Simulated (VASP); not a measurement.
# K in VASP: further runs

The runs below take K through single point, with PBE.

Program: VASP 6.6.1. These are calculated values, not measurements. Logs are shortened: lines on timing, memory, paths and dates and some standing lists are left out, and cuts for length are marked.

**1. The cell of the first run**

The cell holds a slab with vacuum, 9 atoms: a = 4.768 Å, b = 4.768 Å, c = 46.398 Å, α = 90.00°, β = 90.00°, γ = 120.00°.

**2. Single point, PBE**

INCAR reads:

```
SYSTEM = K
PREC     = Accurate       ! precision mode
ENCUT    = 520            ! plane-wave cutoff, eV
EDIFF    = 1E-7           ! SCF threshold, eV
ISMEAR   = 0              ! smearing method
SIGMA    = 0.1            ! smearing width, eV
LREAL    = .False.        ! projectors in reciprocal space
LASPH    = .True.         ! aspherical terms in the spheres
NELM     = 60             ! most SCF steps
ALGO     = Normal         ! electronic algorithm
ISIF     = 2              ! what is computed and relaxed
LWAVE    = .False.        ! write WAVECAR
LCHARG   = .False.        ! write CHGCAR
LDIPOL   = .True.       
IDIPOL   = 3            
DIPOL    = 0.5 0.5 0.500
GGA      = PE             ! functional
NBANDS   = 50             ! bands
```

KPOINTS reads:

```
Automatic mesh
0
Gamma
  5 5 1
  0 0 0
```

POSCAR reads:

```
K
1.0
    4.7684341314      0.0000000000      0.0000000000
   -2.3842170657      4.1295850941      0.0000000000
    0.0000000000      0.0000000000     46.3984024600
K
9
Direct
    0.6666666700      0.3333333400      0.1616434964
    0.0000000000      0.0000000000      0.2462326223
    0.3333333300      0.6666666600      0.3308217482
    0.0000000000      0.0000000000      0.4154108741
    0.6666666700      0.3333333400      0.5000000000
    0.0000000000      0.0000000000      0.5845891259
    0.3333333300      0.6666666600      0.6691782518
    0.0000000000      0.0000000000      0.7537673777
    0.6666666700      0.3333333400      0.8383565036
```

Potentials or basis: VASP PAW PBE potentials, release 64 (K_sv).

Run with:

```
$ cat potpaw_PBE.64/K_sv/POTCAR > POTCAR
$ mpirun -np 1 vasp_std > vasp.out
```

OUTCAR:

```text
SYSTEM = K
   PREC = Accurate
   ENCUT = 520
   EDIFF = 1E-7
   ISMEAR = 0
   LREAL = .False.
   LASPH = .True.
   NELM = 60
   ISIF = 2
   GGA = PE

 ion  position               nearest neighbor table
   1  0.667  0.333  0.162-
   2  0.000  0.000  0.246-
   3  0.333  0.667  0.331-
   4  0.000  0.000  0.415-
   5  0.667  0.333  0.500-
   6  0.000  0.000  0.585-
   7  0.333  0.667  0.669-
   8  0.000  0.000  0.754-
   9  0.667  0.333  0.838-

  LATTYP: Found a hexagonal cell.
 ALAT       =     4.7684341314
 C/A-ratio  =     9.7303226136

  Lattice vectors:

 A1 = (   4.7684341314,   0.0000000000,   0.0000000000)
 A2 = (  -2.3842170657,   4.1295850941,   0.0000000000)
 A3 = (   0.0000000000,   0.0000000000,  46.3984024600)

Analysis of symmetry for initial positions (statically):
=====================================================================
 Subroutine PRICEL returns:
 Original cell was already a primitive cell.

 Routine SETGRP: Setting up the symmetry group for a
 hexagonal supercell.

 Subroutine GETGRP returns: Found 12 space group operations
 (whereof 12 operations were pure point group operations)
 out of a pool of 24 trial point group operations.

The static configuration has the point symmetry D_3h.

Analysis of symmetry for dynamics (positions and initial velocities):
=====================================================================
 Subroutine PRICEL returns:
 Original cell was already a primitive cell.

 Routine SETGRP: Setting up the symmetry group for a
 hexagonal supercell.

 Subroutine GETGRP returns: Found 12 space group operations
 (whereof 12 operations were pure point group operations)
 out of a pool of 24 trial point group operations.

The dynamic configuration has the point symmetry D_3h.

 Subroutine INISYM returns: Found 12 space group operations
 (whereof 12 operations are pure point group operations),
 and found     1 'primitive' translations

----------------------------------------------------------------------------------------

                                     Primitive cell

  volume of cell :     913.6613

  direct lattice vectors                    reciprocal lattice vectors
     4.768434131  0.000000000  0.000000000     0.209712449  0.121077539  0.000000000
    -2.384217066  4.129585094  0.000000000     0.000000000  0.242155078  0.000000000
     0.000000000  0.000000000 46.398402460     0.000000000  0.000000000  0.021552466

  length of vectors
     4.768434131  4.768434131 46.398402460     0.242155078  0.242155078  0.021552466

  position of ions in fractional coordinates (direct lattice)
     0.666666670  0.333333340  0.161643496
     0.000000000  0.000000000  0.246232622
     0.333333330  0.666666660  0.330821748
     0.000000000  0.000000000  0.415410874
     0.666666670  0.333333340  0.500000000
     0.000000000  0.000000000  0.584589126
     0.333333330  0.666666660  0.669178252
     0.000000000  0.000000000  0.753767378
     0.666666670  0.333333340  0.838356504

  ion indices of the primitive-cell ions
   primitive index   ion index
                 1           1
                 2           2
                 3           3
                 4           4
                 5           5
                 6           6
                 7           7
                 8           8
                 9           9

----------------------------------------------------------------------------------------

 KPOINTS: Automatic mesh

Automatic generation of k-mesh.
 Grid dimensions read from file:
 generate k-points for:    5    5    1

 Generating k-lattice:

  Cartesian coordinates                     Fractional coordinates (reciprocal lattice)
     0.041942490  0.024215508  0.000000000     0.200000000  0.000000000  0.000000000
     0.000000000  0.048431016  0.000000000     0.000000000  0.200000000  0.000000000
     0.000000000  0.000000000  0.021552466     0.000000000  0.000000000  1.000000000

  Length of vectors
     0.048431016  0.048431016  0.021552466

  Shift w.r.t. Gamma in fractional coordinates (k-lattice)
     0.000000000  0.000000000  0.000000000

 Subroutine IBZKPT returns following result:
 ===========================================

 Found      5 irreducible k-points:

 Following reciprocal coordinates:
            Coordinates               Weight
  0.000000  0.000000  0.000000      1.000000
  0.200000  0.000000  0.000000      6.000000
  0.400000  0.000000  0.000000      6.000000
  0.200000  0.200000  0.000000      6.000000
  0.400000  0.200000  0.000000      6.000000
   k-points           NKPTS =      5   k-points in BZ     NKDIM =      5   number of bands    NBANDS=     50
   number of dos      NEDOS =    301   number of ions     NIONS =      9
   total plane-waves  NPLWV = 453600
   dimension x,y,z NGX =    36 NGY =   36 NGZ =  350
   dimension x,y,z NGXF=    72 NGYF=   72 NGZF=  700
   ions per type =               9
   NGX,Y,Z   is equivalent  to a cutoff of  12.55, 12.55, 12.54 a.u.
   NGXF,Y,Z  is equivalent  to a cutoff of  25.10, 25.10, 25.08 a.u.
 SYSTEM =  K
   PREC   = accura    normal or accurate (medium, high low for compatibility)
   ISTART =      0    job   : 0-new  1-cont  2-samecut
   ICHARG =      2    charge: 1-file 2-atom 10-const
   ISPIN  =      1    spin polarized calculation?
   LNONCOLLINEAR =      F non collinear calculations
   LSORBIT =      F    spin-orbit coupling
   LASPH  =      T    aspherical Exc in radial PAW
   ENCUT  =  520.0 eV  38.22 Ry    6.18 a.u.   8.87  8.87 86.27*2*pi/ulx,y,z
   NELM   =     60;   NELMIN=  2; NELMDL= -5     # of ELM steps
   EDIFF  = 0.1E-06   stopping-criterion for ELM
   LREAL  =      F    real-space projection
   EDIFFG = 0.1E-05   stopping-criterion for IOM
   NSW    =      0    number of steps for IOM
   IBRION =     -1    ionic relax: 0-MD 1-quasi-New 2-CG
   NFREE  =      0    steps in history (QN), initial steepest desc. (CG)
   ISIF   =      2    stress and relaxation
   ISYM   =      2    0-nonsym 1-usesym 2-fastsym
   POTIM  = 0.5000    time-step for ionic-motion
   TEBEG  =    0.0;   TEEND  =   0.0 temperature during run
   PSTRESS=    0.0 pullay stress
   NELECT =      81.0000    total number of electrons
   NUPDOWN=      -1.0000    fix difference up-down
   EMIN   =  10.00;   EMAX   =-10.00  energy-range for DOS
   EFERMI =   0.00;   METHOD = LEGACY
   ISMEAR =     0;   SIGMA  =   0.10  broadening in eV -4-tet -1-fermi 0-gaus
   EFERMI_NEDOS =   21; number of points for ismear=-14 and -15
   IALGO  =     38    algorithm
   IMIX   =      4    mixing-type and parameters
     AMIX     =   0.40;   BMIX     =  1.00
     AMIX_MAG =   1.60;   BMIX_MAG =  1.00
  volume/ion in A,a.u.               =     101.52       685.08
  Fermi-wavevector in a.u.,A,eV,Ry     =   0.729975  1.379453  7.250052  0.532864
  Thomas-Fermi vector in A             =   1.821830
   LORBIT       =      0    0 simple, 1 ext, 2 COOP (PROOUT), +10 PAW based schemes
   GGA     = PE    functional components
   LHFCALC =     F    Hartree Fock is set to
   AEXX    =    0.0000 exact exchange contribution
   IVDW    =     0    specifies the selected vdW correction
   LEPSILON=     F    determine dielectric tensor
   LRPA    =     F    only Hartree local field effects (RPA)
 non-spin polarized calculation
 Gauss-broadening in eV      SIGMA  =   0.10
  energy-cutoff  :      520.00
  volume of cell :      913.66
 maximum number of plane-waves:     24634
 NGX is ok and might be reduce to    36
   NGX = 17   NGY = 17   NGZ =173

 dipolmoment           0.000000      0.000000      0.000000 electrons x Angstroem

 number of electron      81.0000013 magnetization

 dipolmoment           0.000000      0.000000     -0.000000 electrons x Angstroem

 Free energy of the ion-electron system (eV)
  ---------------------------------------------------
  ext. energy  EPLUGINS =         0.00000000
  ---------------------------------------------------
  free energy    TOTEN  =        -9.28894754 eV

  energy without entropy =       -9.24871070  energy(sigma->0) =       -9.26882912

 E-fermi :  -0.7229     XC(G=0):  -4.4843

 val. band max:       -0.7330295947   @ k =   0.2000   0.2000   0.0000
 cond. band min:      -0.7113935199   @ k =   0.0000   0.0000   0.0000
 fundamental gap:      0.0216360748
 Fermi energy:        -0.7228772689

 k-point     1 :       0.0000    0.0000    0.0000
  band No.  band energies     occupation
      1     -33.0057      2.00000
      2     -33.0057      2.00000
      3     -32.8900      2.00000
      4     -32.8892      2.00000
      5     -32.8892      2.00000
      6     -32.8703      2.00000
[... 42 lines left out ...]
     49       0.8811      0.00000
     50       1.3280      0.00000

 k-point     2 :       0.2000    0.0000    0.0000
  band No.  band energies     occupation
      1     -33.0050      2.00000
      2     -33.0050      2.00000
      3     -32.8893      2.00000
      4     -32.8885      2.00000
      5     -32.8885      2.00000
      6     -32.8696      2.00000
[... 42 lines left out ...]
     49       1.1546      0.00000
     50       1.5485      0.00000

 k-point     3 :       0.4000    0.0000    0.0000
  band No.  band energies     occupation
      1     -33.0039      2.00000
      2     -33.0039      2.00000
      3     -32.8882      2.00000
      4     -32.8874      2.00000
      5     -32.8874      2.00000
      6     -32.8685      2.00000
[... 42 lines left out ...]
     49       0.6156      0.00000
     50       0.7949      0.00000

 k-point     4 :       0.2000    0.2000    0.0000
  band No.  band energies     occupation
      1     -33.0041      2.00000
      2     -33.0041      2.00000
      3     -32.8884      2.00000
      4     -32.8876      2.00000
      5     -32.8876      2.00000
      6     -32.8687      2.00000
[... 42 lines left out ...]
     49       1.2662      0.00000
     50       1.3259      0.00000

 k-point     5 :       0.4000    0.2000    0.0000
  band No.  band energies     occupation
      1     -33.0035      2.00000
      2     -33.0035      2.00000
      3     -32.8878      2.00000
      4     -32.8870      2.00000
      5     -32.8870      2.00000
      6     -32.8681      2.00000
[... 42 lines left out ...]
     49       0.6699      0.00000
     50       0.8137      0.00000

------------------------ aborting loop because EDIFF is reached ----------------------------------------

 vacuum level on the upper side and lower side of the slab       (xc-potential included)        -0.335        -0.335

  FORCE on cell =-STRESS in cart. coord.  units (eV):
  Direction    XX          YY          ZZ          XY          YZ          ZX
  --------------------------------------------------------------------------------------
  -------------------------------------------------------------------------------------
  Total       -0.7984212     -0.7984212     -0.7918487      0.0000000     -0.0000000      0.0000000
  in kB       -1.4000946     -1.4000946     -1.3885693      0.0000000     -0.0000000      0.0000000
  external PRESSURE =      -1.3962529 kB  Pullay stress =       0.0000000 kB

 VOLUME and BASIS-vectors are now :
 -----------------------------------------------------------------------------
  energy-cutoff  :      520.00
  volume of cell :      913.66
      direct lattice vectors                 reciprocal lattice vectors
     4.768434131  0.000000000  0.000000000     0.209712449  0.121077539  0.000000000
    -2.384217066  4.129585094  0.000000000     0.000000000  0.242155078  0.000000000
     0.000000000  0.000000000 46.398402460     0.000000000  0.000000000  0.021552466

 POSITION                                       TOTAL-FORCE (eV/Angst)
 -----------------------------------------------------------------------------------
      2.38422      1.37653      7.50000         0.000000     -0.000000      0.043130
      0.00000      0.00000     11.42480        -0.000000     -0.000000     -0.031972
      0.00000      2.75306     15.34960        -0.000000      0.000000      0.009992
      0.00000      0.00000     19.27440        -0.000000     -0.000000     -0.002818
      2.38422      1.37653     23.19920        -0.000000     -0.000000      0.000000
      0.00000      0.00000     27.12400        -0.000000     -0.000000      0.002818
      0.00000      2.75306     31.04880         0.000000      0.000000     -0.009992
      0.00000      0.00000     34.97360        -0.000000     -0.000000      0.031972
      2.38422      1.37653     38.89840         0.000000     -0.000000     -0.043130
 -----------------------------------------------------------------------------------
    total drift:                               -0.000000     -0.000022     -0.000000

  FREE ENERGIE OF THE ION-ELECTRON SYSTEM (eV)
  ---------------------------------------------------
  free  energy   TOTEN  =        -9.2889475393 eV

  energy  without entropy=       -9.2487107038  energy(sigma->0) =       -9.26882912

 vacuum level on the upper side and lower side of the slab         1.370         1.370
```

Wall time 13 min (1 thread of Intel Xeon Platinum 8259CL at 2.50GHz (Skylake/Cascade Lake), shared host); peak memory 0.88 GiB.

Results:

```
Free energy            : -9.2889 eV
Largest force          : 0.043 eV/Å
Band gap on the k mesh : zero (an odd number of electrons rules out a gap without spin polarisation)
```

Forces in eV/Å, atoms in the order of the input:
```
K    0.000  0.000  0.043
K    0.000  0.000 -0.032
K    0.000  0.000  0.010
K    0.000  0.000 -0.003
K    0.000  0.000  0.000
K    0.000  0.000  0.003
K    0.000  0.000 -0.010
K    0.000  0.000  0.032
K    0.000  0.000 -0.043
```

(Part 1 of 2 ends here.)

The gap in the log of VASP goes by the Fermi energy; the results here count the filled bands.